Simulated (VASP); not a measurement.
# TaN (P6_3mc) in VASP: further runs

The runs below take TaN through single point, with r2SCAN.

Everything below comes from runs of VASP 6.6.1. Logs are shortened: lines on timing, memory, paths and dates and some standing lists are left out, and cuts for length are marked.

**1. The cell of the first run**

Symmetry: P6_3mc, No. 186, hexagonal system. Conventional cell: a = 3.133 Å, b = 3.133 Å, c = 6.088 Å, α = 90.00°, β = 90.00°, γ = 120.00°. Ta (site symmetry 3m) has 4 N at 1.96 to 2.11 Å within 2.6 Å. N (site symmetry 3m) has 4 Ta at 1.96 to 2.11 Å within 2.6 Å.

**2. Single point, r2SCAN**

POSCAR

```
TaN
1.0
    3.1329737088      0.0000000000      0.0000000000
   -1.5664868544      2.7132348212      0.0000000000
    0.0000000000      0.0000000000      6.0875060854
Ta N
2 2
Direct
    0.3333333333      0.6666666667      0.0314229074
    0.6666666667      0.3333333333      0.5314229074
    0.3333333333      0.6666666667      0.3535770926
    0.6666666667      0.3333333333      0.8535770926
```

INCAR.step1

```
SYSTEM = TaN
  ALGO = Normal
  EDIFF = 1E-5
  ENCUT = 660
  GGA = PE
  GGA_COMPAT = .False.
  ISMEAR = 0
  LASPH = .True.
  LCHARG = .False.
  LREAL = .False.
  LWAVE = .True.
  NBANDS = 26
  NELM = 120
  PREC = Accurate
  SIGMA = 0.1
```

INCAR.step2

```
SYSTEM = TaN
  ALGO = Normal
  EDIFF = 1E-6
  ENCUT = 660
  GGA_COMPAT = .False.
  ISIF = 2
  ISMEAR = 0
  ISTART = 1
  LASPH = .True.
  LCHARG = .True.
  LELF = .True.
  LMIXTAU = .True.
  LREAL = .False.
  LVHAR = .True.
  LWAVE = .False.
  METAGGA = R2SCAN
  NBANDS = 26
  NELM = 120
  PREC = Accurate
  SIGMA = 0.1
```

KPOINTS

```
k-points
0
Gamma
  6 6 4
  0 0 0
```

Potentials or basis: VASP PAW PBE potentials, release 64 (Ta_sv_GW, N).

Launch:

```console
$ cat potpaw_PBE.64/Ta_sv_GW/POTCAR potpaw_PBE.64/N/POTCAR > POTCAR
$ cp INCAR.step1 INCAR
$ mpirun -np 1 vasp_std > vasp.out
$ cp INCAR.step2 INCAR
$ mpirun -np 1 vasp_std > vasp.out
```

OUTCAR:

```text
SYSTEM = TaN
   EDIFF = 1E-6
   ENCUT = 660
   ISIF = 2
   ISMEAR = 0
   ISTART = 1
   LASPH = .True.
   LREAL = .False.
   METAGGA = R2SCAN
   NELM = 120
   PREC = Accurate

 ion  position               nearest neighbor table
   1  0.333  0.667  0.031-   3 1.96   4 2.11   4 2.11   4 2.11
   2  0.667  0.333  0.531-   4 1.96   3 2.11   3 2.11   3 2.11
   3  0.333  0.667  0.354-   1 1.96   2 2.11   2 2.11   2 2.11
   4  0.667  0.333  0.854-   2 1.96   1 2.11   1 2.11   1 2.11

  LATTYP: Found a hexagonal cell.
 ALAT       =     3.1329737088
 C/A-ratio  =     1.9430441016

  Lattice vectors:

 A1 = (   3.1329737088,   0.0000000000,   0.0000000000)
 A2 = (  -1.5664868544,   2.7132348212,   0.0000000000)
 A3 = (   0.0000000000,   0.0000000000,   6.0875060854)

Analysis of symmetry for initial positions (statically):
=====================================================================
 Subroutine PRICEL returns:
 Original cell was already a primitive cell.

 Routine SETGRP: Setting up the symmetry group for a
 hexagonal supercell.

 Subroutine GETGRP returns: Found 12 space group operations
 (whereof  6 operations were pure point group operations)
 out of a pool of 24 trial point group operations.

The static configuration has the point symmetry C_3v.
 The point group associated with its full space group is C_6v.

Analysis of symmetry for dynamics (positions and initial velocities):
=====================================================================
 Subroutine PRICEL returns:
 Original cell was already a primitive cell.

 Routine SETGRP: Setting up the symmetry group for a
 hexagonal supercell.

 Subroutine GETGRP returns: Found 12 space group operations
 (whereof  6 operations were pure point group operations)
 out of a pool of 24 trial point group operations.

The dynamic configuration has the point symmetry C_3v.
 The point group associated with its full space group is C_6v.

 Subroutine INISYM returns: Found 12 space group operations
 (whereof  6 operations are pure point group operations),
 and found     1 'primitive' translations

----------------------------------------------------------------------------------------

                                     Primitive cell

  volume of cell :      51.7468

  direct lattice vectors                    reciprocal lattice vectors
     3.132973709  0.000000000  0.000000000     0.319185570  0.184281875  0.000000000
[... 86 lines left out ...]
   EDIFF  = 0.1E-05   stopping-criterion for ELM
   LREAL  =      F    real-space projection
   EDIFFG = 0.1E-04   stopping-criterion for IOM
   NSW    =      0    number of steps for IOM
   IBRION =     -1    ionic relax: 0-MD 1-quasi-New 2-CG
   NFREE  =      0    steps in history (QN), initial steepest desc. (CG)
   ISIF   =      2    stress and relaxation
   ISYM   =      2    0-nonsym 1-usesym 2-fastsym
   POTIM  = 0.5000    time-step for ionic-motion
   TEBEG  =    0.0;   TEEND  =   0.0 temperature during run
   PSTRESS=    0.0 pullay stress
   NELECT =      36.0000    total number of electrons
   NUPDOWN=      -1.0000    fix difference up-down
   EMIN   =  10.00;   EMAX   =-10.00  energy-range for DOS
   EFERMI =   0.00;   METHOD = LEGACY
   ISMEAR =     0;   SIGMA  =   0.10  broadening in eV -4-tet -1-fermi 0-gaus
   EFERMI_NEDOS =   21; number of points for ismear=-14 and -15
   IALGO  =     38    algorithm
   IMIX   =      4    mixing-type and parameters
     AMIX     =   0.40;   BMIX     =  1.00
     AMIX_MAG =   1.60;   BMIX_MAG =  1.00
  volume/ion in A,a.u.               =      12.94        87.30
  Fermi-wavevector in a.u.,A,eV,Ry     =   1.450600  2.741237 28.629947  2.104242
  Thomas-Fermi vector in A             =   2.568194
   LORBIT       =      0    0 simple, 1 ext, 2 COOP (PROOUT), +10 PAW based schemes
   METAGGA = R2SCAN    functional components
   LHFCALC =     F    Hartree Fock is set to
   AEXX    =    0.0000 exact exchange contribution
   IVDW    =     0    specifies the selected vdW correction
   LEPSILON=     F    determine dielectric tensor
   LRPA    =     F    only Hartree local field effects (RPA)
 non-spin polarized calculation
 Gauss-broadening in eV      SIGMA  =   0.10
  energy-cutoff  :      660.00
  volume of cell :       51.75
 maximum number of plane-waves:      2042
 NGX is ok and might be reduce to    28
   NGX = 13   NGY = 13   NGZ = 25

 number of electron      36.0000001 magnetization

 Free energy of the ion-electron system (eV)
  ---------------------------------------------------
  ext. energy  EPLUGINS =         0.00000000
  ---------------------------------------------------
  free energy    TOTEN  =      -124.19431034 eV

  energy without entropy =     -124.19235691  energy(sigma->0) =     -124.19333362

 E-fermi :  10.1818     XC(G=0): -13.2986

 val. band max:       10.1615541004   @ k =   0.0000   0.0000   0.5000
 cond. band min:      10.2504418637   @ k =   0.3333   0.3333   0.0000
 fundamental gap:      0.0888877633
 Fermi energy:        10.1817683687

 k-point     1 :       0.0000    0.0000    0.0000
  band No.  band energies     occupation
      1     -60.7381      2.00000
      2     -60.7267      2.00000
      3     -26.8945      2.00000
      4     -26.5253      2.00000
      5     -26.2524      2.00000
      6     -26.2524      2.00000
[... 598 lines left out ...]
     25      16.6137      0.00000
     26      16.6137      0.00000

------------------------ aborting loop because EDIFF is reached ----------------------------------------

  FORCE on cell =-STRESS in cart. coord.  units (eV):
  Direction    XX          YY          ZZ          XY          YZ          ZX
  --------------------------------------------------------------------------------------
  -------------------------------------------------------------------------------------
  Total       -0.0109858     -0.0109858      0.2339053      0.0000000      0.0000000      0.0000000
  in kB       -0.3401403     -0.3401403      7.2421436      0.0000000      0.0000000      0.0000000
  external PRESSURE =       2.1872877 kB  Pullay stress =       0.0000000 kB

 VOLUME and BASIS-vectors are now :
 -----------------------------------------------------------------------------
  energy-cutoff  :      660.00
  volume of cell :       51.75
      direct lattice vectors                 reciprocal lattice vectors
     3.132973709  0.000000000  0.000000000     0.319185570  0.184281875  0.000000000
    -1.566486854  2.713234821  0.000000000     0.000000000  0.368563750  0.000000000
     0.000000000  0.000000000  6.087506085     0.000000000  0.000000000  0.164270883

 POSITION                                       TOTAL-FORCE (eV/Angst)
 -----------------------------------------------------------------------------------
     -0.00000      1.80882      0.19129         0.000000     -0.000000     -0.029852
      1.56649      0.90441      3.23504        -0.000000      0.000000     -0.029852
     -0.00000      1.80882      2.15240         0.000000     -0.000000      0.029852
      1.56649      0.90441      5.19616         0.000000      0.000000      0.029852
 -----------------------------------------------------------------------------------
    total drift:                               -0.000001      0.000000      0.000068

  FREE ENERGIE OF THE ION-ELECTRON SYSTEM (eV)
  ---------------------------------------------------
  free  energy   TOTEN  =      -124.1943103357 eV

  energy  without entropy=     -124.1923569097  energy(sigma->0) =     -124.19333362
```

OSZICAR.step1:

```text
N       E                     dE             d eps       ncg     rms          rms(c)
DAV:   1     0.346937019810E+03    0.34694E+03   -0.25093E+04  1092   0.167E+03
DAV:   2    -0.307201434519E+02   -0.37766E+03   -0.36712E+03  1322   0.432E+02
DAV:   3    -0.571853996167E+02   -0.26465E+02   -0.26318E+02  1596   0.119E+02
[... 11 lines left out ...]
DAV:  15    -0.484215548545E+02    0.22029E-01   -0.48239E-02  1492   0.140E+00    0.790E+00
DAV:  16    -0.484182745758E+02    0.32803E-02   -0.53553E-03  1404   0.431E-01    0.100E+00
DAV:  17    -0.484175700316E+02    0.70454E-03   -0.31663E-03  1454   0.317E-01    0.255E+00
DAV:  18    -0.484175635223E+02    0.65093E-05   -0.15014E-04  1308   0.758E-02    0.145E+00
DAV:  19    -0.484175689397E+02   -0.54174E-05   -0.16418E-05   838   0.325E-02
   1 F= -.48417569E+02 E0= -.48416374E+02  d E =-.238920E-02
```

Wall time 2.1 min (1 thread of Intel Xeon 6975P-C (Granite Rapids), shared host); peak memory 0.22 GiB.

Results:

- Free energy: -124.1943 eV
- Pressure: 0.2 GPa
- Largest force: 0.030 eV/Å
- Band gap on the k mesh: 0.09 eV, indirect (least direct gap 0.79 eV)

Forces on the atoms (eV/Å):
```
Ta   0.000  0.000 -0.030
Ta   0.000  0.000 -0.030
N    0.000  0.000  0.030
N    0.000  0.000  0.030
```

Stress tensor (GPa, compression positive):
```
-0.03  0.00  0.00
 0.00 -0.03  0.00
 0.00  0.00  0.72
```

Levels at points of the mesh, in eV from the valence-band top:
```tsv
k point	band 14	band 15	band 16	band 17	band 18	band 19	band 20	band 21	band 22	band 23
(0.00, 0.00, 0.00)	-5.77	-4.85	-4.85	-0.96	-0.94	0.13	0.13	2.30	2.30	2.73
(0.50, 0.00, 0.00)	-6.01	-5.21	-4.03	-2.50	-0.72	1.14	2.30	2.73	3.56	4.02
(0.00, 0.00, 0.50)	-5.36	-5.36	-5.36	0.00	0.00	0.98	0.98	0.98	0.98	4.76
(0.50, 0.00, 0.50)	-5.94	-5.17	-5.17	-1.13	-1.13	1.53	1.53	3.46	3.46	4.75
```

Caveat: the PAW data sets were made with another functional, which shifts forces and pressure a little; spin-orbit coupling is left out, which moves the levels of the heavy elements.

**3. Single point, r2SCAN**

POSCAR

```
TaN
1.0
    3.1338393792      0.0000000000      0.0000000000
   -1.5669196896      2.7139845138      0.0000000000
    0.0000000000      0.0000000000      6.0892218994
Ta N
2 2
Direct
    0.3333333333      0.6666666667      0.0313700747
    0.6666666667      0.3333333333      0.5313700747
    0.3333333333      0.6666666667      0.3536299253
    0.6666666667      0.3333333333      0.8536299253
```

INCAR.step1

```
PREC = Accurate
ENCUT = 660
ISMEAR = 0
SIGMA = 0.01
LREAL = False
LASPH = True
NELM = 120
NBANDS = 26
GGA = PE
ALGO = Normal
EDIFF = 1E-5
LWAVE = True
LCHARG = False
GGA_COMPAT = False
```

INCAR.step2

```
PREC = Accurate
ENCUT = 660
EDIFF = 1E-6
ISMEAR = 0
SIGMA = 0.01
LREAL = False
LASPH = True
NELM = 120
ALGO = Normal
ISIF = 2
LWAVE = False
LCHARG = True
METAGGA = R2SCAN
LMIXTAU = True
LELF = True
LVHAR = True
NBANDS = 26
ISTART = 1
GGA_COMPAT = False
```

KPOINTS

```
regular mesh
0
Gamma
  12 12 6
```

Potentials or basis: VASP PAW PBE potentials, release 64 (Ta_sv_GW, N).

Launch:

```console
$ cat potpaw_PBE.64/Ta_sv_GW/POTCAR potpaw_PBE.64/N/POTCAR > POTCAR
$ cp INCAR.step1 INCAR
$ mpirun -np 1 vasp_std > vasp.out
$ cp INCAR.step2 INCAR
$ mpirun -np 1 vasp_std > vasp.out
```

Wall time 9.7 min (1 thread of AMD EPYC 9R45 (Zen 5), shared host); peak memory 0.28 GiB.

Results (log left out):

```yaml
Free_energy: -124.1849 eV
Pressure: 0.1 GPa
Largest_force: 0.033 eV/Å
Band_gap_on_the_k_mesh: zero (band 18 reaches 10.15 eV, above the bottom of band 19 at 9.98 eV)
```

Forces on the atoms (eV/Å):
```
Ta   0.000  0.000 -0.033
Ta   0.000  0.000 -0.033
N    0.000  0.000  0.033
N    0.000  0.000  0.033
```

Stress tensor (GPa, compression positive):
```
-0.08  0.00  0.00
 0.00 -0.08  0.00
 0.00  0.00  0.54
```

Levels at points of the mesh, in eV from the Fermi level:
```tsv
k point	band 16	band 17	band 18	band 19	band 20	band 21
(0.00, 0.00, 0.00)	-4.78	-0.89	-0.88	0.20	0.20	2.36
(0.50, 0.00, 0.00)	-3.96	-2.43	-0.66	1.20	2.36	2.79
(0.00, 0.00, 0.50)	-5.29	0.07	0.07	1.04	1.04	1.04
(0.50, 0.00, 0.50)	-5.10	-1.07	-1.07	1.59	1.59	3.51
```

Caveat: the PAW data sets were made with another functional, which shifts forces and pressure a little; spin-orbit coupling is left out, which moves the levels of the heavy elements.
